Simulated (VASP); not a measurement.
# Gd (P6_3/mmc) in VASP: a series of runs

The runs below take Gd through single point, with PBE.

Program: VASP 6.6.1. These are calculated values, not measurements. Logs are shortened: lines on timing, memory, paths and dates and some standing lists are left out, and cuts for length are marked.

### Step 1. The cell of the first run

Symmetry: P6_3/mmc, No. 194, hexagonal system. Conventional cell: a = 3.648 Å, b = 3.648 Å, c = 5.833 Å, α = 90.00°, β = 90.00°, γ = 120.00°. Gd (site symmetry -6m2) has 12 Gd at 3.60 to 3.65 Å within 4.7 Å.

### Step 2. Single point, PBE, collinear spin, ferromagnetic start

INCAR

```
ALGO     = Normal         # electronic algorithm
EDIFF    = 1E-6           # SCF threshold, eV
ENCUT    = 600            # plane-wave cutoff, eV
GGA      = PE             # functional
GGA_COMPAT= F            
ISIF     = 2              # what is computed and relaxed
ISMEAR   = -1             # smearing method
ISPIN    = 2              # spin polarisation
LASPH    = T              # aspherical terms in the spheres
LCHARG   = F              # write CHGCAR
LMAXMIX  = 6              # l up to which the mixer works
LORBIT   = 11             # projections on sites
LREAL    = F              # projectors in reciprocal space
LWAVE    = F              # write WAVECAR
MAGMOM   = 7.372 7.372    # initial moments
NBANDS   = 29             # bands
NELM     = 200            # most SCF steps
PREC     = Accurate       # precision mode
SIGMA    = 0.05           # smearing width, eV
```

KPOINTS

```
k-points
0
Gamma
  14 14 8
```

POSCAR

```
Gd
1.0
    3.6483276435      0.0000000000      0.0000000000
   -1.8241638217      3.1595444206      0.0000000000
    0.0000000000      0.0000000000      5.8327272018
Gd
2
Direct
    0.3333333333      0.6666666667      0.2500000000
    0.6666666667      0.3333333333      0.7500000000
```

Potentials or basis: VASP PAW PBE potentials, release 64 (Gd).

On the command line:

```bash
> cat potpaw_PBE.64/Gd/POTCAR > POTCAR
> mpirun -np 1 vasp_std > vasp.out
```

OUTCAR:

```text
EDIFF = 1E-6
   ENCUT = 600
   GGA = PE
   ISIF = 2
   ISMEAR = -1
   ISPIN = 2
   LASPH = T
   LORBIT = 11
   LREAL = F
   NELM = 200
   PREC = Accurate

 ion  position               nearest neighbor table
   1  0.333  0.667  0.250-
   2  0.667  0.333  0.750-

  LATTYP: Found a hexagonal cell.
 ALAT       =     3.6483276435
 C/A-ratio  =     1.5987399630

  Lattice vectors:

 A1 = (   3.6483276435,   0.0000000000,   0.0000000000)
 A2 = (  -1.8241638217,   3.1595444206,   0.0000000000)
 A3 = (   0.0000000000,   0.0000000000,   5.8327272018)

Analysis of symmetry for initial positions (statically):
=====================================================================
 Subroutine PRICEL returns:
 Original cell was already a primitive cell.

 Routine SETGRP: Setting up the symmetry group for a
 hexagonal supercell.

 Subroutine GETGRP returns: Found 24 space group operations
 (whereof 12 operations were pure point group operations)
 out of a pool of 24 trial point group operations.

The static configuration has the point symmetry D_3d.
 The point group associated with its full space group is D_6h.

Analysis of symmetry for dynamics (positions and initial velocities):
=====================================================================
 Subroutine PRICEL returns:
 Original cell was already a primitive cell.

 Routine SETGRP: Setting up the symmetry group for a
 hexagonal supercell.

 Subroutine GETGRP returns: Found 24 space group operations
 (whereof 12 operations were pure point group operations)
 out of a pool of 24 trial point group operations.

The dynamic configuration has the point symmetry D_3d.
 The point group associated with its full space group is D_6h.

Analysis of structural, dynamic, and magnetic symmetry:
=====================================================================
 Subroutine PRICEL returns:
 Original cell was already a primitive cell.

 Routine SETGRP: Setting up the symmetry group for a
 hexagonal supercell.

 Subroutine GETGRP returns: Found 24 space group operations
 (whereof 12 operations were pure point group operations)
 out of a pool of 24 trial point group operations.

The overall configuration has the point symmetry D_3d.
 The point group associated with its full space group is D_6h.

 Subroutine INISYM returns: Found 24 space group operations
 (whereof 12 operations are pure point group operations),
 and found     1 'primitive' translations

[... 110 lines left out ...]
   EFERMI_NEDOS =   21; number of points for ismear=-14 and -15
   IALGO  =     38    algorithm
   IMIX   =      4    mixing-type and parameters
     AMIX     =   0.40;   BMIX     =  1.00
     AMIX_MAG =   1.60;   BMIX_MAG =  1.00
  volume/ion in A,a.u.               =      33.62       226.86
  Fermi-wavevector in a.u.,A,eV,Ry     =   1.329369  2.512144 24.044529  1.767223
  Thomas-Fermi vector in A             =   2.458537
   LORBIT       =     11    0 simple, 1 ext, 2 COOP (PROOUT), +10 PAW based schemes
   GGA     = PE    functional components
   LHFCALC =     F    Hartree Fock is set to
   AEXX    =    0.0000 exact exchange contribution
   IVDW    =     0    specifies the selected vdW correction
   LEPSILON=     F    determine dielectric tensor
   LRPA    =     F    only Hartree local field effects (RPA)
 spin polarized calculation
  energy-cutoff  :      600.00
  volume of cell :       67.23
 maximum number of plane-waves:      2297
 NGX is ok and might be reduce to    30
   NGX = 15   NGY = 15   NGZ = 23

 number of electron      35.9999994 magnetization      15.3464249

 Free energy of the ion-electron system (eV)
  ---------------------------------------------------
  ext. energy  EPLUGINS =         0.00000000
  ---------------------------------------------------
  free energy    TOTEN  =       -23.43084942 eV

  energy without entropy =      -23.40356965  energy(sigma->0) =      -23.41720954

 E-fermi :   2.8913     XC(G=0):  -9.9005

 val. band max:        2.8893687536   @ k =   0.2857   0.0000   0.2500
 cond. band min:       2.8919725800   @ k =   0.2857   0.0000   0.0000
 fundamental gap:      0.0026038264
 Fermi energy:         2.8913090167

 spin component 1

 k-point     1 :       0.0000    0.0000    0.0000
  band No.  band energies     occupation
      1     -42.4511      1.00000
      2     -42.3880      1.00000
      3     -20.1689      1.00000
      4     -19.5868      1.00000
      5     -19.5868      1.00000
      6     -19.4882      1.00000
[... 757 lines left out ...]
     28       3.6326      0.00000
     29       4.9395      0.00000

 [... further k-points ...]

 spin component 2

 k-point     1 :       0.0000    0.0000    0.0000
  band No.  band energies     occupation
      1     -39.2013      1.00000
      2     -39.1218      1.00000
      3     -17.9142      1.00000
      4     -17.2006      1.00000
      5     -17.2006      1.00000
      6     -17.0845      1.00000
[... 757 lines left out ...]
     28       4.8487      0.00000
     29       5.9449      0.00000

 [... further k-points ...]
[... 5 lines left out ...]
  --------------------------------------------------------------------------------------
  -------------------------------------------------------------------------------------
  Total        0.0027232      0.0027232      0.0102372      0.0000000      0.0000000     -0.0000000
  in kB        0.0648933      0.0648933      0.2439503      0.0000000      0.0000000     -0.0000000
  external PRESSURE =       0.1245790 kB  Pullay stress =       0.0000000 kB

 VOLUME and BASIS-vectors are now :
 -----------------------------------------------------------------------------
  energy-cutoff  :      600.00
  volume of cell :       67.23
      direct lattice vectors                 reciprocal lattice vectors
     3.648327644  0.000000000  0.000000000     0.274098189  0.158250663  0.000000000
    -1.824163822  3.159544421  0.000000000     0.000000000  0.316501326  0.000000000
     0.000000000  0.000000000  5.832727202     0.000000000  0.000000000  0.171446386

 POSITION                                       TOTAL-FORCE (eV/Angst)
 -----------------------------------------------------------------------------------
     -0.00000      2.10636      1.45818        -0.000000     -0.000000      0.000000
      1.82416      1.05318      4.37455         0.000000      0.000000      0.000000
 -----------------------------------------------------------------------------------
    total drift:                               -0.000000      0.000000     -0.000000

  FREE ENERGIE OF THE ION-ELECTRON SYSTEM (eV)
  ---------------------------------------------------
  free  energy   TOTEN  =       -23.4308494243 eV

  energy  without entropy=      -23.4035696514  energy(sigma->0) =      -23.41720954

 total charge

# of ion       s       p       d       f       tot
--------------------------------------------------
    1        2.073   5.568   0.565   6.980  15.185
    2        2.073   5.568   0.565   6.980  15.185
--------------------------------------------------
tot          4.145  11.136   1.131  13.959  30.371

 magnetization (x)

# of ion       s       p       d       f       tot
--------------------------------------------------
    1        0.004  -0.051   0.227   6.825   7.005
    2        0.004  -0.051   0.227   6.825   7.005
--------------------------------------------------
tot          0.008  -0.102   0.454  13.650  14.010
```

OSZICAR:

```text
N       E                     dE             d eps       ncg     rms          rms(c)
DAV:   1     0.275309200188E+03    0.27531E+03   -0.13357E+04 19207   0.685E+03
[... 40 lines left out ...]
DAV:  42    -0.234308623527E+02    0.33761E-05   -0.33478E-05 21152   0.525E-02    0.326E-01
DAV:  43    -0.234308559967E+02    0.63560E-05   -0.89155E-06 20710   0.799E-02    0.314E-01
DAV:  44    -0.234308536993E+02    0.22974E-05   -0.30944E-06 13743   0.416E-02    0.238E-01
DAV:  45    -0.234308551021E+02   -0.14028E-05   -0.16309E-06 11034   0.257E-02    0.555E-02
DAV:  46    -0.234308510276E+02    0.40745E-05   -0.69246E-06 15765   0.558E-02    0.359E-02
DAV:  47    -0.234308495163E+02    0.15113E-05   -0.19860E-06  8636   0.313E-02    0.446E-02
DAV:  48    -0.234308494243E+02    0.91929E-07   -0.16246E-06  9907   0.198E-02
   1 F= -.23430849E+02 E0= -.23417210E+02  d E =-.272798E-01  mag=    15.3464
```

stdout:

```text
POSCAR found type information on POSCAR Gd
 POSCAR found :  1 types and       2 ions
 scaLAPACK will be used
 LDA part: xc-table for (Slater+PW92), standard interpolation
 POSCAR, INCAR and KPOINTS ok, starting setup
 FFT: planning ... GRIDC
 FFT: planning ... GRID_SOFT
 FFT: planning ... GRID
 WAVECAR not read
 entering main loop
```

Wall time 22 min (1 thread of Intel Xeon 6975P-C (Granite Rapids), shared host); peak memory 0.58 GiB.

Results:

| Item | Value |
| --- | --- |
| Free energy | -23.4308 eV |
| Pressure | 0.0 GPa |
| Net moment | 15.35 μB per cell |
| Site moments | Gd +7.00 μB |
| Valence electrons inside the program's atomic spheres | Gd 15.19 |

Caveat: spin-orbit coupling is left out, which moves the levels of the heavy elements; semilocal functionals describe open f shells poorly, which spoils levels, moments and volumes.

### Step 3. Single point, PBE, collinear spin, ferromagnetic start

INCAR

```
PREC = Accurate
ENCUT = 520
EDIFF = 1E-7
ISMEAR = -1
SIGMA = 0.05
LREAL = F
LASPH = T
NELM = 150
ALGO = Normal
ISIF = 2
LWAVE = F
LCHARG = F
ISPIN = 2
MAGMOM = 7 7
LORBIT = 11
LMAXMIX = 6
GGA = PE
NBANDS = 29
```

KPOINTS

```
regular mesh
0
Gamma
  10 10 6
```

POSCAR

```
Gd
1.0
    3.6483274289      0.0000000000      0.0000000000
   -1.8241637145      3.1595442348      0.0000000000
    0.0000000000      0.0000000000      5.8327272415
Gd
2
Direct
    0.3333333333      0.6666666667      0.2500000000
    0.6666666667      0.3333333333      0.7500000000
```

Potentials or basis: VASP PAW PBE potentials, release 64 (Gd).

On the command line:

```bash
> cat potpaw_PBE.64/Gd/POTCAR > POTCAR
> mpirun -np 1 vasp_std > vasp.out
```

OUTCAR:

```text
PREC = Accurate
   ENCUT = 520
   EDIFF = 1E-7
   ISMEAR = -1
   LREAL = F
   LASPH = T
   NELM = 150
   ISIF = 2
   ISPIN = 2
   LORBIT = 11
   GGA = PE

 ion  position               nearest neighbor table
   1  0.333  0.667  0.250-
   2  0.667  0.333  0.750-

  LATTYP: Found a hexagonal cell.
 ALAT       =     3.6483274289
 C/A-ratio  =     1.5987400679

  Lattice vectors:

 A1 = (   3.6483274289,   0.0000000000,   0.0000000000)
 A2 = (  -1.8241637145,   3.1595442348,   0.0000000000)
 A3 = (   0.0000000000,   0.0000000000,   5.8327272415)

Analysis of symmetry for initial positions (statically):
=====================================================================
 Subroutine PRICEL returns:
 Original cell was already a primitive cell.

 Routine SETGRP: Setting up the symmetry group for a
 hexagonal supercell.

 Subroutine GETGRP returns: Found 24 space group operations
 (whereof 12 operations were pure point group operations)
 out of a pool of 24 trial point group operations.

The static configuration has the point symmetry D_3d.
 The point group associated with its full space group is D_6h.

Analysis of symmetry for dynamics (positions and initial velocities):
=====================================================================
 Subroutine PRICEL returns:
 Original cell was already a primitive cell.

 Routine SETGRP: Setting up the symmetry group for a
 hexagonal supercell.

 Subroutine GETGRP returns: Found 24 space group operations
 (whereof 12 operations were pure point group operations)
 out of a pool of 24 trial point group operations.

The dynamic configuration has the point symmetry D_3d.
 The point group associated with its full space group is D_6h.

Analysis of structural, dynamic, and magnetic symmetry:
=====================================================================
 Subroutine PRICEL returns:
 Original cell was already a primitive cell.

 Routine SETGRP: Setting up the symmetry group for a
 hexagonal supercell.

 Subroutine GETGRP returns: Found 24 space group operations
 (whereof 12 operations were pure point group operations)
 out of a pool of 24 trial point group operations.

The overall configuration has the point symmetry D_3d.
 The point group associated with its full space group is D_6h.

 Subroutine INISYM returns: Found 24 space group operations
 (whereof 12 operations are pure point group operations),
 and found     1 'primitive' translations

----------------------------------------------------------------------------------------

                                     Primitive cell

  volume of cell :      67.2341

  direct lattice vectors                    reciprocal lattice vectors
     3.648327429  0.000000000  0.000000000     0.274098205  0.158250673  0.000000000
    -1.824163715  3.159544235  0.000000000     0.000000000  0.316501345  0.000000000
     0.000000000  0.000000000  5.832727241     0.000000000  0.000000000  0.171446385

  length of vectors
     3.648327429  3.648327429  5.832727241     0.316501345  0.316501345  0.171446385

  position of ions in fractional coordinates (direct lattice)
     0.333333333  0.666666667  0.250000000
     0.666666667  0.333333333  0.750000000
[... 64 lines left out ...]
   ions per type =               2
   NGX,Y,Z   is equivalent  to a cutoff of  12.76, 12.76, 13.68 a.u.
   NGXF,Y,Z  is equivalent  to a cutoff of  25.52, 25.52, 27.36 a.u.
 SYSTEM =  unknown system
   PREC   = accura    normal or accurate (medium, high low for compatibility)
   ISTART =      0    job   : 0-new  1-cont  2-samecut
   ICHARG =      2    charge: 1-file 2-atom 10-const
   ISPIN  =      2    spin polarized calculation?
   LNONCOLLINEAR =      F non collinear calculations
   LSORBIT =      F    spin-orbit coupling
   LASPH  =      T    aspherical Exc in radial PAW
   ENCUT  =  520.0 eV  38.22 Ry    6.18 a.u.   6.78  6.78 10.85*2*pi/ulx,y,z
   NELM   =    150;   NELMIN=  2; NELMDL= -5     # of ELM steps
   EDIFF  = 0.1E-06   stopping-criterion for ELM
   LREAL  =      F    real-space projection
   EDIFFG = 0.1E-05   stopping-criterion for IOM
   NSW    =      0    number of steps for IOM
   IBRION =     -1    ionic relax: 0-MD 1-quasi-New 2-CG
   NFREE  =      0    steps in history (QN), initial steepest desc. (CG)
   ISIF   =      2    stress and relaxation
   ISYM   =      2    0-nonsym 1-usesym 2-fastsym
   POTIM  = 0.5000    time-step for ionic-motion
   TEBEG  =    0.0;   TEEND  =   0.0 temperature during run
   PSTRESS=    0.0 pullay stress
   NELECT =      36.0000    total number of electrons
   NUPDOWN=      -1.0000    fix difference up-down
   EMIN   =  10.00;   EMAX   =-10.00  energy-range for DOS
   EFERMI =   0.00;   METHOD = LEGACY
   ISMEAR =    -1;   SIGMA  =   0.05  broadening in eV -4-tet -1-fermi 0-gaus
   EFERMI_NEDOS =   21; number of points for ismear=-14 and -15
   IALGO  =     38    algorithm
   IMIX   =      4    mixing-type and parameters
     AMIX     =   0.40;   BMIX     =  1.00
     AMIX_MAG =   1.60;   BMIX_MAG =  1.00
  volume/ion in A,a.u.               =      33.62       226.86
  Fermi-wavevector in a.u.,A,eV,Ry     =   1.329369  2.512144 24.044530  1.767223
  Thomas-Fermi vector in A             =   2.458537
   LORBIT       =     11    0 simple, 1 ext, 2 COOP (PROOUT), +10 PAW based schemes
   GGA     = PE    functional components
   LHFCALC =     F    Hartree Fock is set to
   AEXX    =    0.0000 exact exchange contribution
   IVDW    =     0    specifies the selected vdW correction
   LEPSILON=     F    determine dielectric tensor
   LRPA    =     F    only Hartree local field effects (RPA)
 spin polarized calculation
  energy-cutoff  :      520.00
  volume of cell :       67.23
 maximum number of plane-waves:      1828
 NGX is ok and might be reduce to    28
   NGX = 13   NGY = 13   NGZ = 21

 number of electron      36.0000010 magnetization      15.3379001

 Free energy of the ion-electron system (eV)
  ---------------------------------------------------
  ext. energy  EPLUGINS =         0.00000000
  ---------------------------------------------------
  free energy    TOTEN  =       -23.42702646 eV

  energy without entropy =      -23.40070053  energy(sigma->0) =      -23.41386350

 E-fermi :   2.8849     XC(G=0):  -9.9008

 val. band max:        2.8801045654   @ k =   0.2000   0.0000   0.0000
 cond. band min:       2.9075432832   @ k =   0.2000   0.1000   0.1667
 fundamental gap:      0.0274387178
 Fermi energy:         2.8849000899

 spin component 1

 k-point     1 :       0.0000    0.0000    0.0000
  band No.  band energies     occupation
      1     -42.4521      1.00000
      2     -42.3890      1.00000
      3     -20.1693      1.00000
      4     -19.5877      1.00000
      5     -19.5877      1.00000
      6     -19.4892      1.00000
[... 757 lines left out ...]
     28       4.0522      0.00000
     29       4.5910      0.00000

 [... further k-points ...]

 spin component 2

 k-point     1 :       0.0000    0.0000    0.0000
  band No.  band energies     occupation
      1     -39.2033      1.00000
      2     -39.1238      1.00000
      3     -17.9145      1.00000
      4     -17.2001      1.00000
      5     -17.2001      1.00000
      6     -17.0841      1.00000
[... 757 lines left out ...]
     28       5.2704      0.00000
     29       5.6782      0.00000

 [... further k-points ...]
[... 5 lines left out ...]
  --------------------------------------------------------------------------------------
  -------------------------------------------------------------------------------------
  Total       -0.0135557     -0.0135557     -0.0119302      0.0000000      0.0000000     -0.0000000
  in kB       -0.3230300     -0.3230300     -0.2842940      0.0000000      0.0000000     -0.0000000
  external PRESSURE =      -0.3101180 kB  Pullay stress =       0.0000000 kB

 VOLUME and BASIS-vectors are now :
 -----------------------------------------------------------------------------
  energy-cutoff  :      520.00
  volume of cell :       67.23
      direct lattice vectors                 reciprocal lattice vectors
     3.648327429  0.000000000  0.000000000     0.274098205  0.158250673  0.000000000
    -1.824163715  3.159544235  0.000000000     0.000000000  0.316501345  0.000000000
     0.000000000  0.000000000  5.832727241     0.000000000  0.000000000  0.171446385

 POSITION                                       TOTAL-FORCE (eV/Angst)
 -----------------------------------------------------------------------------------
     -0.00000      2.10636      1.45818        -0.000000      0.000000      0.000000
      1.82416      1.05318      4.37455         0.000000     -0.000000      0.000000
 -----------------------------------------------------------------------------------
    total drift:                               -0.000000      0.000000     -0.000000

  FREE ENERGIE OF THE ION-ELECTRON SYSTEM (eV)
  ---------------------------------------------------
  free  energy   TOTEN  =       -23.4270264601 eV

  energy  without entropy=      -23.4007005343  energy(sigma->0) =      -23.41386350

 total charge

# of ion       s       p       d       f       tot
--------------------------------------------------
    1        2.073   5.568   0.565   6.979  15.185
    2        2.073   5.568   0.565   6.979  15.185
--------------------------------------------------
tot          4.145  11.136   1.130  13.959  30.371

 magnetization (x)

# of ion       s       p       d       f       tot
--------------------------------------------------
    1        0.004  -0.052   0.227   6.825   7.004
    2        0.004  -0.052   0.227   6.825   7.004
--------------------------------------------------
tot          0.007  -0.103   0.454  13.650  14.008
```

Run time: 20 min. Hardware: 1 thread of Intel Xeon Platinum 8375C at 2.90GHz (Ice Lake), shared host; peak memory 0.34 GiB.

Results:

- Free energy: -23.4270 eV
- Pressure: 0.0 GPa
- Net moment: 15.34 μB per cell
- Site moments: Gd +7.00 μB
- Valence electrons inside the program's atomic spheres: Gd 15.19

Caveat: spin-orbit coupling is left out, which moves the levels of the heavy elements; semilocal functionals describe open f shells poorly, which spoils levels, moments and volumes.

[end of part 1 of 2]
